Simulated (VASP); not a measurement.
# FeBi (Fm-3m) in VASP: further runs

The runs below take FeBi through single point, with PBE.

All numbers are computed with VASP 6.6.1; they aren't measurements. Logs are shortened: lines on timing, memory, paths and dates and some standing lists are left out, and cuts for length are marked.

## 1. The cell of the first run

It takes space group Fm-3m (No. 225, cubic). The conventional cell has a = 5.485 Å, b = 5.485 Å, c = 5.485 Å, α = 90.00°, β = 90.00°, γ = 90.00°. Within 3.6 Å of Fe (site symmetry m-3m) lie 6 Bi at 2.74 Å. Bi (site symmetry m-3m) has 6 Fe at 2.74 Å within 3.6 Å.

## 2. Single point, PBE, collinear spin, ferromagnetic start (20.63 Å³/atom)

Input file INCAR:

```
SYSTEM = FeBi
  PREC = Accurate
  ENCUT = 520
  EDIFF = 1E-6
  ISMEAR = 0
  SIGMA = 0.05
  LREAL = .FALSE.
  LASPH = .TRUE.
  NELM = 150
  ALGO = Normal
  ISIF = 2
  LWAVE = .FALSE.
  LCHARG = .TRUE.
  ISPIN = 2
  MAGMOM = 2.86 0
  LORBIT = 11
  LMAXMIX = 4
  GGA = PE
  LELF = .TRUE.
  LVHAR = .TRUE.
  NBANDS = 22
```

Input file KPOINTS:

```
regular mesh
0
G
  10 10 10
  0 0 0
```

Input file POSCAR:

```
FeBi
1.0
    0.0000000000      2.7426038654      2.7426038654
    2.7426038654      0.0000000000      2.7426038654
    2.7426038654      2.7426038654      0.0000000000
Fe Bi
1 1
Direct
    0.5000000000      0.5000000000      0.5000000000
    0.0000000000      0.0000000000      0.0000000000
```

Potentials or basis: VASP PAW PBE potentials, release 64 (Fe, Bi_d).

The run is started by

```bash
cat potpaw_PBE.64/Fe/POTCAR potpaw_PBE.64/Bi_d/POTCAR > POTCAR
mpirun -np 1 vasp_std > vasp.out
```

OUTCAR:

```text
SYSTEM = FeBi
   PREC = Accurate
   ENCUT = 520
   EDIFF = 1E-6
   ISMEAR = 0
   LREAL = .FALSE.
   LASPH = .TRUE.
   NELM = 150
   ISIF = 2
   ISPIN = 2
   LORBIT = 11
   GGA = PE

 ion  position               nearest neighbor table
   1  0.500  0.500  0.500-   2 2.74   2 2.74   2 2.74   2 2.74   2 2.74   2 2.74
   2  0.000  0.000  0.000-   1 2.74   1 2.74   1 2.74   1 2.74   1 2.74   1 2.74

  LATTYP: Found a face centered cubic cell.
 ALAT       =     5.4852077308

  Lattice vectors:

 A1 = (   0.0000000000,   2.7426038654,   2.7426038654)
 A2 = (   2.7426038654,   0.0000000000,   2.7426038654)
 A3 = (   2.7426038654,   2.7426038654,   0.0000000000)

Analysis of symmetry for initial positions (statically):
=====================================================================
 Subroutine PRICEL returns:
 Original cell was already a primitive cell.

 Routine SETGRP: Setting up the symmetry group for a
 face centered cubic supercell.

 Subroutine GETGRP returns: Found 48 space group operations
 (whereof 48 operations were pure point group operations)
 out of a pool of 48 trial point group operations.

The static configuration has the point symmetry O_h .

Analysis of symmetry for dynamics (positions and initial velocities):
=====================================================================
 Subroutine PRICEL returns:
 Original cell was already a primitive cell.

 Routine SETGRP: Setting up the symmetry group for a
 face centered cubic supercell.

 Subroutine GETGRP returns: Found 48 space group operations
 (whereof 48 operations were pure point group operations)
 out of a pool of 48 trial point group operations.

The dynamic configuration has the point symmetry O_h .

Analysis of structural, dynamic, and magnetic symmetry:
=====================================================================
 Subroutine PRICEL returns:
 Original cell was already a primitive cell.

 Routine SETGRP: Setting up the symmetry group for a
 face centered cubic supercell.

 Subroutine GETGRP returns: Found 48 space group operations
 (whereof 48 operations were pure point group operations)
 out of a pool of 48 trial point group operations.

The overall configuration has the point symmetry O_h .

 Subroutine INISYM returns: Found 48 space group operations
 (whereof 48 operations are pure point group operations),
 and found     1 'primitive' translations

----------------------------------------------------------------------------------------

                                     Primitive cell

  volume of cell :      41.2591

  direct lattice vectors                    reciprocal lattice vectors
     0.000000000  2.742603865  2.742603865    -0.182308501  0.182308501  0.182308501
     2.742603865  0.000000000  2.742603865     0.182308501 -0.182308501  0.182308501
     2.742603865  2.742603865  0.000000000     0.182308501  0.182308501 -0.182308501

  length of vectors
     3.878627583  3.878627583  3.878627583     0.315767587  0.315767587  0.315767587

  position of ions in fractional coordinates (direct lattice)
     0.500000000  0.500000000  0.500000000
     0.000000000  0.000000000  0.000000000

  ion indices of the primitive-cell ions
   primitive index   ion index
                 1           1
                 2           2

----------------------------------------------------------------------------------------

 KPOINTS: regular mesh

Automatic generation of k-mesh.
 Grid dimensions read from file:
 generate k-points for:   10   10   10

 Generating k-lattice:

  Cartesian coordinates                     Fractional coordinates (reciprocal lattice)
    -0.018230850  0.018230850  0.018230850     0.100000000  0.000000000  0.000000000
     0.018230850 -0.018230850  0.018230850     0.000000000  0.100000000  0.000000000
     0.018230850  0.018230850 -0.018230850     0.000000000  0.000000000  0.100000000

  Length of vectors
     0.031576759  0.031576759  0.031576759

  Shift w.r.t. Gamma in fractional coordinates (k-lattice)
     0.000000000  0.000000000  0.000000000

 Subroutine IBZKPT returns following result:
 ===========================================

 Found     47 irreducible k-points:

 Following reciprocal coordinates:
            Coordinates               Weight
  0.000000  0.000000  0.000000      1.000000
  0.100000  0.000000  0.000000      8.000000
  0.200000  0.000000  0.000000      8.000000
  0.300000  0.000000  0.000000      8.000000
  0.400000  0.000000  0.000000      8.000000
  0.500000  0.000000  0.000000      4.000000
[... 16 lines left out ...]
  0.300000  0.300000  0.000000      6.000000
  0.400000  0.300000  0.000000     24.000000
 [... further k-points ...]
   k-points           NKPTS =     47   k-points in BZ     NKDIM =     47   number of bands    NBANDS=     22
   number of dos      NEDOS =    301   number of ions     NIONS =      2
   total plane-waves  NPLWV =  27000
   dimension x,y,z NGX =    30 NGY =   30 NGZ =   30
   dimension x,y,z NGXF=    60 NGYF=   60 NGZF=   60
   ions per type =               1   1
   NGX,Y,Z   is equivalent  to a cutoff of  12.86, 12.86, 12.86 a.u.
   NGXF,Y,Z  is equivalent  to a cutoff of  25.72, 25.72, 25.72 a.u.
 SYSTEM =  FeBi
   PREC   = accura    normal or accurate (medium, high low for compatibility)
   ISTART =      0    job   : 0-new  1-cont  2-samecut
   ICHARG =      2    charge: 1-file 2-atom 10-const
   ISPIN  =      2    spin polarized calculation?
   LNONCOLLINEAR =      F non collinear calculations
   LSORBIT =      F    spin-orbit coupling
   LASPH  =      T    aspherical Exc in radial PAW
   ENCUT  =  520.0 eV  38.22 Ry    6.18 a.u.   7.21  7.21  7.21*2*pi/ulx,y,z
   NELM   =    150;   NELMIN=  2; NELMDL= -5     # of ELM steps
   EDIFF  = 0.1E-05   stopping-criterion for ELM
   LREAL  =      F    real-space projection
   EDIFFG = 0.1E-04   stopping-criterion for IOM
   NSW    =      0    number of steps for IOM
   IBRION =     -1    ionic relax: 0-MD 1-quasi-New 2-CG
   NFREE  =      0    steps in history (QN), initial steepest desc. (CG)
   ISIF   =      2    stress and relaxation
   ISYM   =      2    0-nonsym 1-usesym 2-fastsym
   POTIM  = 0.5000    time-step for ionic-motion
   TEBEG  =    0.0;   TEEND  =   0.0 temperature during run
   PSTRESS=    0.0 pullay stress
   NELECT =      23.0000    total number of electrons
   NUPDOWN=      -1.0000    fix difference up-down
   EMIN   =  10.00;   EMAX   =-10.00  energy-range for DOS
   EFERMI =   0.00;   METHOD = LEGACY
   ISMEAR =     0;   SIGMA  =   0.05  broadening in eV -4-tet -1-fermi 0-gaus
   EFERMI_NEDOS =   21; number of points for ismear=-14 and -15
   IALGO  =     38    algorithm
   IMIX   =      4    mixing-type and parameters
     AMIX     =   0.40;   BMIX     =  1.00
     AMIX_MAG =   1.60;   BMIX_MAG =  1.00
  volume/ion in A,a.u.               =      20.63       139.21
  Fermi-wavevector in a.u.,A,eV,Ry     =   1.347342  2.546106 24.699053  1.815329
  Thomas-Fermi vector in A             =   2.475100
   LORBIT       =     11    0 simple, 1 ext, 2 COOP (PROOUT), +10 PAW based schemes
   GGA     = PE    functional components
   LHFCALC =     F    Hartree Fock is set to
   AEXX    =    0.0000 exact exchange contribution
   IVDW    =     0    specifies the selected vdW correction
   LEPSILON=     F    determine dielectric tensor
   LRPA    =     F    only Hartree local field effects (RPA)
 spin polarized calculation
 Gauss-broadening in eV      SIGMA  =   0.05
  energy-cutoff  :      520.00
  volume of cell :       41.26
 maximum number of plane-waves:      1139
 NGX is ok and might be reduce to    30
   NGX = 15   NGY = 15   NGZ = 15

 number of electron      23.0000003 magnetization       2.5531966

 Free energy of the ion-electron system (eV)
  ---------------------------------------------------
  ext. energy  EPLUGINS =         0.00000000
  ---------------------------------------------------
  free energy    TOTEN  =       -10.75132820 eV

  energy without entropy =      -10.74392294  energy(sigma->0) =      -10.74762557

 E-fermi :   7.7875     XC(G=0): -11.2108

 val. band max:        7.7845202805   @ k =  -0.3000   0.3000   0.1000
 cond. band min:       7.7903691788   @ k =   0.4000   0.1000   0.0000
 fundamental gap:      0.0058488982
 Fermi energy:         7.7874648750

 spin component 1

 k-point     1 :       0.0000    0.0000    0.0000
  band No.  band energies     occupation
      1     -14.9343      1.00000
      2     -14.9343      1.00000
      3     -14.8867      1.00000
      4     -14.8867      1.00000
      5     -14.8867      1.00000
      6      -5.3263      1.00000
[... 14 lines left out ...]
     21      17.3577      0.00000
     22      17.3577      0.00000

 k-point     2 :       0.1000    0.0000    0.0000
  band No.  band energies     occupation
      1     -14.9329      1.00000
      2     -14.9329      1.00000
      3     -14.8855      1.00000
      4     -14.8827      1.00000
      5     -14.8827      1.00000
      6      -5.1917      1.00000
[... 14 lines left out ...]
     21      17.4586      0.00000
     22      18.4924      0.00000

 k-point     3 :       0.2000    0.0000    0.0000
  band No.  band energies     occupation
      1     -14.9308      1.00000
      2     -14.9308      1.00000
      3     -14.8824      1.00000
      4     -14.8711      1.00000
      5     -14.8711      1.00000
      6      -4.8003      1.00000
[... 14 lines left out ...]
     21      18.1419      0.00000
     22      20.9467      0.00000
[... 476 lines left out ...]
 k-point    23 :       0.3000    0.3000    0.0000
  band No.  band energies     occupation
      1     -14.9465      1.00000
      2     -14.9135      1.00000
      3     -14.9064      1.00000
      4     -14.8374      1.00000
      5     -14.8374      1.00000
      6      -3.9126      1.00000
[... 14 lines left out ...]
     21      21.9137      0.00000
     22      21.9137      0.00000

 k-point    24 :       0.4000    0.3000    0.0000
  band No.  band energies     occupation
      1     -14.9513      1.00000
      2     -14.9102      1.00000
      3     -14.9059      1.00000
      4     -14.8295      1.00000
      5     -14.8273      1.00000
      6      -3.4777      1.00000
[... 14 lines left out ...]
     21      22.3513      0.00000
     22      23.2017      0.00000

 [... further k-points ...]

 spin component 2

 k-point     1 :       0.0000    0.0000    0.0000
  band No.  band energies     occupation
      1     -14.9367      1.00000
      2     -14.9367      1.00000
      3     -14.8983      1.00000
      4     -14.8983      1.00000
      5     -14.8983      1.00000
      6      -5.3141      1.00000
[... 14 lines left out ...]
     21      17.8101      0.00000
     22      17.8101      0.00000

 k-point     2 :       0.1000    0.0000    0.0000
  band No.  band energies     occupation
      1     -14.9354      1.00000
      2     -14.9354      1.00000
      3     -14.8971      1.00000
      4     -14.8943      1.00000
      5     -14.8943      1.00000
      6      -5.1817      1.00000
[... 14 lines left out ...]
     21      17.9002      0.00000
     22      18.7895      0.00000

 k-point     3 :       0.2000    0.0000    0.0000
  band No.  band energies     occupation
      1     -14.9337      1.00000
      2     -14.9337      1.00000
      3     -14.8941      1.00000
      4     -14.8824      1.00000
      5     -14.8824      1.00000
      6      -4.7972      1.00000
[... 14 lines left out ...]
     21      18.5168      0.00000
     22      21.0689      0.00000
[... 476 lines left out ...]
 k-point    23 :       0.3000    0.3000    0.0000
  band No.  band energies     occupation
      1     -14.9488      1.00000
      2     -14.9183      1.00000
      3     -14.9157      1.00000
      4     -14.8488      1.00000
      5     -14.8488      1.00000
      6      -3.9146      1.00000
[... 14 lines left out ...]
     21      22.2349      0.00000
     22      22.2349      0.00000

 k-point    24 :       0.4000    0.3000    0.0000
  band No.  band energies     occupation
      1     -14.9534      1.00000
      2     -14.9178      1.00000
      3     -14.9126      1.00000
      4     -14.8408      1.00000
      5     -14.8385      1.00000
      6      -3.4805      1.00000
[... 14 lines left out ...]
     21      22.4160      0.00000
     22      23.4420      0.00000

 [... further k-points ...]

------------------------ aborting loop because EDIFF is reached ----------------------------------------

  FORCE on cell =-STRESS in cart. coord.  units (eV):
  Direction    XX          YY          ZZ          XY          YZ          ZX
  --------------------------------------------------------------------------------------
  -------------------------------------------------------------------------------------
  Total        1.0528816      1.0528816      1.0528816      0.0000000      0.0000000     -0.0000000
  in kB       40.8856459     40.8856459     40.8856459      0.0000000      0.0000000     -0.0000000
  external PRESSURE =      40.8856459 kB  Pullay stress =       0.0000000 kB

 VOLUME and BASIS-vectors are now :
 -----------------------------------------------------------------------------
  energy-cutoff  :      520.00
  volume of cell :       41.26
      direct lattice vectors                 reciprocal lattice vectors
     0.000000000  2.742603865  2.742603865    -0.182308501  0.182308501  0.182308501
     2.742603865  0.000000000  2.742603865     0.182308501 -0.182308501  0.182308501
     2.742603865  2.742603865  0.000000000     0.182308501  0.182308501 -0.182308501

 POSITION                                       TOTAL-FORCE (eV/Angst)
 -----------------------------------------------------------------------------------
      2.74260      2.74260      2.74260        -0.000000      0.000000     -0.000000
      0.00000      0.00000      0.00000         0.000000     -0.000000      0.000000
 -----------------------------------------------------------------------------------
    total drift:                                0.000000      0.000000      0.000000

  FREE ENERGIE OF THE ION-ELECTRON SYSTEM (eV)
  ---------------------------------------------------
  free  energy   TOTEN  =       -10.7513281993 eV

  energy  without entropy=      -10.7439229435  energy(sigma->0) =      -10.74762557

 total charge

# of ion       s       p       d       tot
------------------------------------------
    1        0.381   0.310   6.294   6.985
    2        1.464   1.546   9.942  12.953
--------------------------------------------------
tot          1.846   1.856  16.237  19.939

 magnetization (x)

# of ion       s       p       d       tot
------------------------------------------
    1        0.070   0.027   2.480   2.577
    2        0.022  -0.091   0.006  -0.064
--------------------------------------------------
tot          0.091  -0.064   2.486   2.513
```

Wall time 41 s (1 thread of Intel Xeon 6975P-C (Granite Rapids), shared host); peak memory 0.22 GiB.

What came out:

- Free energy: -10.7513 eV
- Pressure: 4.1 GPa
- Net moment: 2.55 μB per cell
- Site moments: Fe +2.58; Bi -0.06 μB
- Valence electrons inside the program's atomic spheres: Fe 6.99; Bi 12.95

Levels at points of the mesh, in eV from the Fermi level:
Spin up:
```tsv
k point	band 11	band 12	band 13	band 14	band 15	band 16
(0.00, 0.00, 0.00)	-2.45	1.99	1.99	1.99	4.50	7.86
(0.50, 0.00, 0.00)	-2.35	-2.05	3.37	3.37	4.25	5.69
(0.50, 0.50, 0.00)	-2.21	-1.57	-1.33	-1.33	1.16	5.43
```
Spin down:
```tsv
k point	band 8	band 9	band 10	band 11	band 12	band 13
(0.00, 0.00, 0.00)	-0.43	-0.43	-0.29	-0.29	2.03	2.03
(0.50, 0.00, 0.00)	-2.04	-2.04	0.02	0.02	0.22	4.25
(0.50, 0.50, 0.00)	-1.27	-1.27	-1.15	-0.06	0.26	0.26
```

Caveat: the cell stands under pressure; spin-orbit coupling is left out, which moves the levels of the heavy elements.

## 3. Single point, PBE, collinear spin, ferromagnetic start (20.96 Å³/atom)

This run uses another cell than the first one, of 20.96 Å³/atom.

Input file INCAR:

```
  ALGO = Normal
  EDIFF = 1E-7
  ENCUT = 520
  GGA = PE
  ISIF = 2
  ISMEAR = 0
  ISPIN = 2
  LASPH = T
  LCHARG = T
  LELF = T
  LMAXMIX = 4
  LORBIT = 11
  LREAL = F
  LVHAR = T
  LWAVE = F
  MAGMOM = 2.89 0
  NBANDS = 22
  NELM = 150
  PREC = Accurate
  SIGMA = 0.05
```

Input file KPOINTS:

```
k-points
0
Gamma
  10 10 10
```

Input file POSCAR:

```
FeBi
1.0
    0.0000000000      2.7570388884      2.7570388884
    2.7570388884      0.0000000000      2.7570388884
    2.7570388884      2.7570388884      0.0000000000
Fe Bi
1 1
Direct
    0.5000000000      0.5000000000      0.5000000000
    0.0000000000      0.0000000000      0.0000000000
```

Potentials or basis: VASP PAW PBE potentials, release 64 (Fe, Bi_d).

The run is started by

```bash
cat potpaw_PBE.64/Fe/POTCAR potpaw_PBE.64/Bi_d/POTCAR > POTCAR
mpirun -np 1 vasp_std > vasp.out
```

It took 50 s on 1 thread of Intel Xeon 6975P-C (Granite Rapids), shared host; peak memory 0.22 GiB.

Results (log left out):

* Free energy: -10.7655 eV
* Pressure: 2.7 GPa
* Net moment: 2.56 μB per cell
* Site moments: Fe +2.59; Bi -0.07 μB
* Valence electrons inside the program's atomic spheres: Fe 6.96; Bi 12.94

Levels at points of the mesh, in eV from the Fermi level:
Spin up:
```csv
k point,band 9,band 10,band 11,band 12,band 13,band 14,band 15,band 16,band 17,band 18
"(0.00, 0.00, 0.00)",-2.65,-2.47,-2.47,1.93,1.93,1.93,4.30,7.86,9.24,9.24
"(0.50, 0.00, 0.00)",-3.48,-2.37,-2.37,-2.07,3.27,3.27,4.17,5.61,5.61,7.69
"(0.50, 0.50, 0.00)",-2.32,-2.23,-2.23,-1.61,-1.32,-1.32,1.07,5.37,13.16,13.16
```
Spin down:
```
           k point  band 6  band 7  band 8  band 9  band 10  band 11  band 12  band 13  band 14  band 15
(0.00, 0.00, 0.00)  -13.02   -0.41   -0.41   -0.41    -0.29    -0.29     1.95     1.95     1.95     4.76
(0.50, 0.00, 0.00)  -11.04   -5.88   -2.01   -2.01     0.03     0.03     0.21     4.14     4.14     4.23
(0.50, 0.50, 0.00)  -10.65   -4.77   -1.27   -1.27    -1.12    -0.06     0.26     0.26     0.51     1.94
```

Caveat: spin-orbit coupling is left out, which moves the levels of the heavy elements.

(Continued in part 2 of 2.)
